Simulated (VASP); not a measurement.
Input of a VASP 6.6.1 run:

INCAR

```
  ALGO = Normal
  EDIFF = 1E-7
  EDIFFG = -0.03
  ENCUT = 600
  GGA = CA
  GGA_COMPAT = F
  IBRION = 2
  ISIF = 3
  ISMEAR = -1
  LASPH = T
  LCHARG = F
  LREAL = F
  LWAVE = F
  NELM = 120
  NELMIN = 4
  NSW = 80
  PREC = Accurate
  PSTRESS = 100.0
  SIGMA = 0.01
```

The input KPOINTS:

```
k-points
0
Gamma
  8 8 8
```

File POSCAR:

```
MgH2
1.0
    0.0000000000      2.3800000000      2.3800000000
    2.3800000000      0.0000000000      2.3800000000
    2.3800000000      2.3800000000      0.0000000000
Mg H
1 2
Direct
    0.0000000000      0.0000000000      0.0000000000
    0.2500000000      0.2500000000      0.2500000000
    0.7500000000      0.7500000000      0.7500000000
```

Potentials or basis: VASP PAW LDA potentials, release 64 (Mg, H).

The run is started by

```bash
$ cat potpaw_LDA.64/Mg/POTCAR potpaw_LDA.64/H/POTCAR > POTCAR
$ mpirun -np 1 vasp_std > vasp.out
```

Q: Estimate the relaxed volume.

A: 7.46 Å³/atom.

Q: Predict the relaxed cell.

A: a = 3.163 Å, b = 3.163 Å, c = 3.163 Å, α = 60.00°, β = 60.00°, γ = 60.00°.

Q: What does it give for the band gap on the k mesh?

A: Zero (bands 2 and 3 overlap by 2.29 eV).

Step by step:
```csv
step,energy change (eV),largest force (eV/Å),pressure (GPa),volume (Å³)
1,0.0000,0.0000,-3.96,26.96
2,-0.0092,0.0000,3.63,24.02
3,0.0469,0.0000,9.12,22.58
4,0.0595,0.0000,10.05,22.37
```

Caveat: the cell is relaxed towards a set pressure, so the run minimises the enthalpy, not the energy; the volume moved by over 15 % at a fixed basis, so the end points are rough.
